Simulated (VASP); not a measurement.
A run of VASP 6.6.1 is set up as follows.

The input INCAR:

```
PREC = Accurate ; ENCUT = 520
EDIFF = 1E-6 ; ISMEAR = -1
SIGMA = 0.05 ; LREAL = Auto
LASPH = True ; NELM = 150
ALGO = Normal ; ISIF = 2
LWAVE = False ; LCHARG = False
ISPIN = 2 ; MAGMOM = 0 0 0 0 0 0 0 0 0 0 0 0 0 0 0 0 0
LORBIT = 11 ; GGA = PE
IVDW = 12 ; NBANDS = 53
```

File KPOINTS:

```
Automatic mesh
0
Gamma
  2 2 2
```

POSCAR

```
Si16O
1.0
    0.0000000000      5.4300000000      5.4300000000
    5.4300000000      0.0000000000      5.4300000000
    5.4300000000      5.4300000000      0.0000000000
Si O
16 1
Direct
    0.0128637201     -0.0449079190      0.0421454880
    0.1290699816      0.1203775322      0.1321823204
   -0.0251657459      0.0746869245      0.4821823204
    0.1454419890      0.0739318600      0.6658655617
    0.0063627993      0.4945027624     -0.0085174954
    0.1444567219      0.5699263352      0.1615469613
    0.0010865562      0.5343278085      0.5115285451
    0.1048618785      0.6991896869      0.6225414365
    0.4919613260      0.0000092081     -0.0047053407
    0.6414732965      0.0970534070      0.1312707182
    0.5062062615      0.0113259669      0.4991896869
    0.6137384899      0.1290607735      0.6287845304
    0.5111602210      0.4874217311     -0.0060957643
    0.6367311234      0.6396593002      0.1206169429
    0.4983057090      0.5115653775      0.4859484346
    0.6203591160      0.6408747698      0.6409300184
    0.0504327808      0.3086095764      0.6928821363
```

Potentials or basis: VASP PAW PBE potentials, release 64 (Si, O).

The run is started by

```sh
$ cat potpaw_PBE.64/Si/POTCAR potpaw_PBE.64/O/POTCAR > POTCAR
$ mpirun -np 1 vasp_std > vasp.out
```

Q: Estimate the net moment.

A: 0.00 μB per cell.

Q: Predict the largest force.

A: 2.648 eV/Å.

Q: Estimate the pressure.

A: 2.5 GPa.

Stress tensor (GPa, compression positive):
```
 2.57 -1.05 -0.96
-1.05  2.47 -2.83
-0.96 -2.83  2.56
```

Caveat: the k points lie up to 0.50 Å⁻¹ apart.
